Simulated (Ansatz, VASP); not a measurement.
**IrRu2: VASP beside Ansatz**

```xyz
3
Lattice="0.0000 2.9348 2.9348 2.9348 0.0000 2.9348 2.9348 2.9348 0.0000" Properties=species:S:1:pos:R:3 pbc="T T T"
Ru    1.4674    1.4674    1.4674
Ru    4.4022    4.4022    4.4022
Ir    0.0000    0.0000    0.0000
```

Change from the starting cell: species swapped into the Si2Ni type (Fm-3m, No. 225).

Alike in both runs: task relaxation of cell and atoms; functional PBE; k mesh 14 × 14 × 14; occupations gaussian, width 0.1 eV; no spin polarisation.

|  | VASP | Ansatz |
| --- | --- | --- |
| version | VASP 6.6.1 | Ansatz 0.2.0 |
| potentials or method | VASP PAW PBE potentials, release 64 (Ru_pv, Ir), cutoff 600 eV | scalar-relativistic, plane waves, PAW |
| valence electrons in the cell | 37 | 49 |

|  | VASP | Ansatz | Ansatz less VASP |
| --- | --- | --- | --- |
| gap on the k mesh at the Fermi level, each at its own relaxed structure (eV) | none | none | - |
| relaxed volume (Å³/atom) | 16.88 | 16.86 | -0.012 |
| relaxed cell length with the largest relative difference (Å) | 4.152 | 4.151 | -0.0009 |

A gap of «none» marks a metal or a gap that the smearing closes. VASP's potentials hold 37 valence electrons a cell and Ansatz's 49, so a difference there can come from the potentials and not from the codes.

Spin-orbit coupling is off throughout.
